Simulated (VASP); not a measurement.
Crystal: SiMo3.

```xyz
8
Lattice="4.8890 0.0000 0.0000 0.0000 4.8890 0.0000 0.0000 0.0000 4.8890" Properties=species:S:1:pos:R:3 pbc="T T T"
Si    0.0000    0.0000    0.0000
Si    2.4445    2.4445    2.4445
Mo    1.2223    0.0000    2.4445
Mo    2.4445    3.6668    0.0000
Mo    3.6668    0.0000    2.4445
Mo    2.4445    1.2223    0.0000
Mo    0.0000    2.4445    3.6668
Mo    0.0000    2.4445    1.2223
```

```yaml
Program: VASP 6.6.1
Task: relaxation of cell and atoms
Functional: PBEsol
Potentials_or_basis: VASP PAW PBE potentials, release 64 (Si, Mo_sv)
Cutoff: 600 eV
k_mesh: 7 × 7 × 7
Occupations: fermi-dirac, width 0.1 eV
Spin: no spin polarisation
```

At the start: pressure -4.0 GPa; volume 14.61 Å³/atom.

How do energy, volume and symmetry change on relaxing?

Over 3 steps the energy falls by 2.9 meV/atom and the volume is 14.39 Å³/atom (-1.5 %); space group Pm-3n (No. 223, to 0.1 Å) before and after.

The path:
```tsv
step	energy change (eV)	largest force (eV/Å)	pressure (GPa)	volume (Å³)
1	0.0000	0.0000	-4.03	116.86
2	0.1210	0.0000	11.09	110.76
3	-0.0230	0.0000	-0.07	115.08
```

Final structure:
```xyz
8
Lattice="4.8641 0.0000 0.0000 0.0000 4.8641 0.0000 0.0000 0.0000 4.8641" Properties=species:S:1:pos:R:3 pbc="T T T"
Si    0.0000    0.0000    0.0000
Si    2.4321    2.4321    2.4321
Mo    1.2160    0.0000    2.4321
Mo    2.4321    3.6481    0.0000
Mo    3.6481    0.0000    2.4321
Mo    2.4321    1.2160    0.0000
Mo    0.0000    2.4321    3.6481
Mo    0.0000    2.4321    1.2160
```

Caveat: the PAW data sets were made with another functional, which shifts forces and pressure a little.
